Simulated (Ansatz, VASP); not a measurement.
# Two plane-wave programs on InSb3

INCAR

```
SYSTEM = InSb3
ALGO = Normal
EDIFF = 1E-6
ENCUT = 500
GGA = CA
GGA_COMPAT = .FALSE.
ISIF = 2
ISMEAR = -1
LASPH = .TRUE.
LCHARG = .FALSE.
LREAL = .FALSE.
LWAVE = .FALSE.
NBANDS = 22
NELM = 120
PREC = Accurate
SIGMA = 0.1
```

File KPOINTS:

```
k-points
0
G
  4 4 4
  0 0 0
```

POSCAR

```
InSb3
1.0
    0.0000000000      3.7945550000      3.7945550000
    3.7945550000      0.0000000000      3.7945550000
    3.7945550000      3.7945550000      0.0000000000
In Sb
1 3
Direct
    0.0000000000      0.0000000000      0.0000000000
    0.2500000000      0.2500000000      0.2500000000
    0.7434116122      0.7565883878      0.7434116122
    0.5000000000      0.5000000000      0.5000000000
```

Input for Ansatz:

```yaml
crystal:
  lattice:
    - [0.0, 3.794555, 3.794555]
    - [3.794555, 0.0, 3.794555]
    - [3.794555, 3.794555, 0.0]
  atoms:
    - { symbol: In, position: [0.0, 0.0, 0.0] }
    - { symbol: Sb, position: [0.25, 0.25, 0.25] }
    - { symbol: Sb, position: [0.7434116121653264, 0.7565883878346736, 0.7434116121653264] }
    - { symbol: Sb, position: [0.5, 0.5, 0.5] }
basis:
  ecutwfc: 571.4391111657479
kpoints:
  mp_grid:
    grid: [4, 4, 4]
hamiltonian:
  xc: lda
  pseudopotentials:
    kind: paw
scf:
  convergence:
    dr2_threshold: 1.0e-07
  occupations:
    method: fermi_dirac
    width: 0.1
output:
  forces: true
```

Alike in both runs: task single point; functional LDA; k mesh 4 × 4 × 4; occupations fermi-dirac, width 0.1 eV; no spin polarisation.

|  | VASP | Ansatz |
| --- | --- | --- |
| version | VASP 6.6.1 | Ansatz 0.2.0 |
| potentials or method | VASP PAW LDA potentials, release 64 (In_d, Sb), cutoff 500 eV | plane waves, PAW |
| valence electrons in the cell | 28 | 58 |

|  | VASP | Ansatz | Ansatz less VASP |
| --- | --- | --- | --- |
| rms of the force components (eV/Å) | 0.014 | 0.015 | +0.0006 |

LDA's correlation is that of Perdew and Zunger in VASP and of Perdew and Wang (1992) in Ansatz. Atom by atom the forces differ by 0.001 eV/Å (rms over components). VASP's potentials hold 28 valence electrons a cell and Ansatz's 58, so a difference there can come from the potentials and not from the codes.

Spin-orbit coupling is off throughout.
